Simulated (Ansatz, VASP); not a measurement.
# InP in VASP and in Ansatz

File INCAR:

```
SYSTEM = InP
ALGO = Normal
EDIFF = 1E-6
ENCUT = 520
GGA = PE
ISIF = 2
ISMEAR = 0
LASPH = .TRUE.
LCHARG = .FALSE.
LREAL = .FALSE.
LWAVE = .FALSE.
NBANDS = 16
NELM = 80
PREC = Accurate
SIGMA = 0.05
```

KPOINTS

```
k-points
0
G
  10 10 10
  0 0 0
```

POSCAR

```
InP
1.0
    0.0000000000      2.9572232088      2.9572232088
    2.9572232088      0.0000000000      2.9572232088
    2.9572232088      2.9572232088      0.0000000000
In P
1 1
Direct
    0.0000000000      0.0000000000      0.0000000000
    0.7500000000      0.7500000000      0.7500000000
```

Input for Ansatz:

```yaml
crystal:
  lattice:
    - [0.0, 2.9572232088, 2.9572232088]
    - [2.9572232088, 0.0, 2.9572232088]
    - [2.9572232088, 2.9572232088, 0.0]
  atoms:
    - { symbol: In, position: [0.0, 0.0, 0.0] }
    - { symbol: P, position: [0.75, 0.75, 0.75] }
basis:
  ecutwfc: 420
  ecutrho_ratio: 4
kpoints:
  mp_grid: { grid: [10, 10, 10] }
hamiltonian:
  xc: pbe
scf:
  occupations: { method: gaussian, width: 0.05 }
output:
  forces: true
  stress: true
  eigenvalues: true
```

Alike in both runs: task single point; functional PBE; k mesh 10 × 10 × 10; occupations gaussian, width 0.05 eV; no spin polarisation.

```csv
,VASP,Ansatz
version,VASP 6.6.1,Ansatz 0.2.0
potentials or method,"VASP PAW PBE potentials, release 64 (In_d, P), cutoff 520 eV","scalar-relativistic, plane waves, PAW"
valence electrons in the cell,18,18
```

VASP gave:

```
gap on the k mesh at the Fermi level (eV) : 0.56
least direct gap on the mesh (eV)         : 0.56
pressure (GPa)                            : 1.4
```

Q: Which values does Ansatz return?

A: gap on the k mesh at the Fermi level (eV): 0.57; least direct gap on the mesh (eV): 0.57; pressure (GPa): 1.4.
